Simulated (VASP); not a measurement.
Ga3Sn, 4 atoms in the cell. It takes space group I4/mmm (No. 139, tetragonal). Conventional cell: a = 4.556 Å, b = 4.556 Å, c = 7.934 Å, α = 90.00°, β = 90.00°, γ = 90.00°. Within 4.0 Å of Ga (site symmetry -4m2) lie 10 Ga at 3.02 to 3.97 Å and 4 Sn at 3.02 Å. Within 4.0 Å of Ga (site symmetry 4/mmm) lie 8 Ga at 3.02 Å and 6 Sn at 3.22 to 3.97 Å. Within 4.0 Å of Sn (site symmetry 4/mmm) lie 14 Ga at 3.02 to 3.97 Å. 

```yaml
Program: VASP 6.6.1
Task: single point
Functional: PBEsol
Potentials_or_basis: VASP PAW PBE potentials, release 64 (Ga_d, Sn_d)
Cutoff: 520 eV
k_mesh: 7 × 7 × 7
Occupations: methfessel-paxton, width 0.1 eV
Spin: no spin polarisation
Dipole_correction: no
Further_INCAR_settings: ALGO = Normal; EDIFF = 1e-07; NBANDS = 34
```

Potentials or basis: VASP PAW PBE potentials, release 64 (Ga_d, Sn_d).

The run is started by

```console
$ cat potpaw_PBE.64/Ga_d/POTCAR potpaw_PBE.64/Sn_d/POTCAR > POTCAR
$ mpirun -np 1 vasp_std > vasp.out
```

Hardware: 1 thread of Intel(R) Xeon(R) Platinum 8259CL CPU @ 2.50GHz (Skylake/Cascade Lake), with other jobs on the host.

Task: Estimate the wall time of this run.

Result: It took 2.1 min on 1 thread of Intel(R) Xeon(R) Platinum 8259CL CPU @ 2.50GHz (Skylake/Cascade Lake), on a shared host, peak memory 0.29 GiB. Counts: scf iterations 13, k points 40.
